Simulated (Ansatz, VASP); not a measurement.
P in VASP and in Ansatz

INCAR

```
SYSTEM = P
PREC     = Accurate       ! precision mode
ENCUT    = 520            ! plane-wave cutoff, eV
EDIFF    = 1E-7           ! SCF threshold, eV
ISMEAR   = 0              ! smearing method
SIGMA    = 0.1            ! smearing width, eV
LREAL    = .FALSE.        ! projectors in reciprocal space
LASPH    = .TRUE.         ! aspherical terms in the spheres
NELM     = 80             ! most SCF steps
ALGO     = Normal         ! electronic algorithm
ISIF     = 2              ! what is computed and relaxed
LWAVE    = .FALSE.        ! write WAVECAR
LCHARG   = .FALSE.        ! write CHGCAR
GGA      = PE             ! functional
NBANDS   = 8              ! bands
```

Contents of KPOINTS:

```
regular mesh
0
G
  6 6 8
  0 0 0
```

The input POSCAR:

```
P
1.0
    3.3998755300      0.0000000000      0.0000000000
    0.0000000000      3.3998755300      0.0000000000
    0.0000000000      0.0000000000      1.9600589700
P
1
Direct
    0.0000000000      0.0000000000      0.0000000000
```

Input for Ansatz:

```yaml
crystal:
  lattice:
    - [3.39987553, 0.0, 0.0]
    - [0.0, 3.39987553, 0.0]
    - [0.0, 0.0, 1.96005897]
  atoms:
    - { symbol: P, position: [0.0, 0.0, 0.0] }
basis:
  ecutwfc: 420
kpoints:
  mp_grid: { grid: [6, 6, 8] }
hamiltonian:
  xc: pbe
scf:
  occupations: { method: gaussian, width: 0.1 }
  lower_state_search: "off"
output:
  forces: true
  stress: true
  eigenvalues: true
```

Alike in both runs: task single point; functional PBE; k mesh 6 × 6 × 8; occupations gaussian, width 0.1 eV; no spin polarisation.

|  | VASP | Ansatz |
| --- | --- | --- |
| version | VASP 6.6.1 | Ansatz 0.2.0 |
| potentials or method | VASP PAW PBE potentials, release 64 (P), cutoff 520 eV | scalar-relativistic, plane waves, PAW |
| valence electrons in the cell | 5 | 5 |

|  | VASP | Ansatz | Ansatz less VASP |
| --- | --- | --- | --- |
| gap on the k mesh at the Fermi level (eV) | none | none | - |
| pressure (GPa) | 13.3 | 13.8 | +0.44 |
| traceless stress, the component that is largest in VASP (GPa) | 29.43 | 30.17 | +0.745 |

A gap of «none» marks a metal or a gap that the smearing closes. With one functional, cell and mesh, what is left measures potentials, basis and numerics.

The k mesh is coarse, so the values compare programs but aren't converged.
